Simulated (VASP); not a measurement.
A run of VASP 6.6.1:

INCAR

```
PREC = Accurate
ENCUT = 500
EDIFF = 1E-6
ISMEAR = -1
SIGMA = 0.01
LREAL = False
LASPH = True
NELM = 120
ALGO = Normal
ISIF = 2
LWAVE = False
LCHARG = False
GGA = CA
NBANDS = 15
GGA_COMPAT = False
```

Contents of KPOINTS:

```
Automatic mesh
0
Gamma
  7 7 7
```

POSCAR

```
CsI
1.0
    4.5667000000      0.0000000000      0.0000000000
    0.0000000000      4.5667000000      0.0000000000
    0.0000000000      0.0000000000      4.6580340000
Cs I
1 1
Direct
    0.0000000000      0.0000000000      0.0000000000
    0.5000000000      0.5000000000      0.5000000000
```

Potentials or basis: VASP PAW LDA potentials, release 64 (Cs_sv, I).

Run with:

```sh
$ cat potpaw_LDA.64/Cs_sv/POTCAR potpaw_LDA.64/I/POTCAR > POTCAR
$ mpirun -np 1 vasp_std > vasp.out
```

Hardware: 1 thread of Intel(R) Xeon(R) Platinum 8259CL CPU @ 2.50GHz (Skylake/Cascade Lake), with other jobs on the host.

Q: How long does it take, and how much memory?

A: Run time: 32 s on 1 thread of Intel(R) Xeon(R) Platinum 8259CL CPU @ 2.50GHz (Skylake/Cascade Lake), on a shared host, peak memory 0.2 GiB. Counts: scf iterations 13, k points 40.
